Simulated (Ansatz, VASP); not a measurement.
Given: the input of a run of Ansatz 0.2.0 on Cu.

File input:

```
crystal:
  lattice:
    - [-1.4523485211, 1.4523485211, 1.3851948378]
    - [1.4523485211, -1.4523485211, 1.3851948378]
    - [1.4523485211, 1.4523485211, -1.3851948378]
  atoms:
    - { symbol: Cu, position: [0.0, 0.0, 0.0] }
hamiltonian:
  xc: pbe0
  pseudopotentials: { kind: paw }
kpoints:
  mp_grid: { grid: [8, 8, 8] }
scf:
  occupations: { method: fermi_dirac, width: 0.05 }
output:
  forces: true
  stress: true
  eigenvalues: true
```

Question: Translate it to VASP 6.6.1. Potentials there: VASP PAW PBE potentials, release 64 (Cu).

Answer: As run (the cutoff follows the program's own potentials):

The input POSCAR:

```
Cu
1.0
   -1.4523485211      1.4523485211      1.3851948378
    1.4523485211     -1.4523485211      1.3851948378
    1.4523485211      1.4523485211     -1.3851948378
Cu
1
Direct
    0.0000000000      0.0000000000      0.0000000000
```

Contents of INCAR.step1:

```
PREC = Accurate
ENCUT = 520
EDIFF = 1E-5
ISMEAR = -1
SIGMA = 0.05
LREAL = F
LASPH = T
NELM = 80
ALGO = Normal
ISIF = 2
LWAVE = T
LCHARG = F
NBANDS = 12
GGA = PE
```

File INCAR.step2:

```
PREC = Accurate
ENCUT = 520
EDIFF = 1E-6
ISMEAR = -1
SIGMA = 0.05
LREAL = F
LASPH = T
NELM = 80
ALGO = Normal
ISIF = 2
LWAVE = F
LCHARG = F
GGA = PE
LHFCALC = T
AEXX = 0.25
PRECFOCK = Normal
NBANDS = 12
ISTART = 1
```

The input KPOINTS:

```
Automatic mesh
0
Gamma
  8 8 8
```

Potentials or basis: VASP PAW PBE potentials, release 64 (Cu).

The run is started by

```bash
$ cat potpaw_PBE.64/Cu/POTCAR > POTCAR
$ cp INCAR.step1 INCAR
$ mpirun -np 1 vasp_std > vasp.out
$ cp INCAR.step2 INCAR
$ mpirun -np 1 vasp_std > vasp.out
```

Both were run:

|  | VASP | Ansatz | Ansatz less VASP |
| --- | --- | --- | --- |
| gap on the k mesh at the Fermi level (eV) | none | none | - |
| pressure (GPa) | 3.8 | 3.9 | +0.11 |
| traceless stress, the component that is largest in VASP (GPa) | -0.24 | -0.25 | -0.006 |

A gap of «none» marks a metal or a gap that the smearing closes. VASP's potentials hold 11 valence electrons a cell and Ansatz's 19, so a difference there can come from the potentials and not from the codes.

The k mesh is coarse, so the values compare programs but aren't converged.
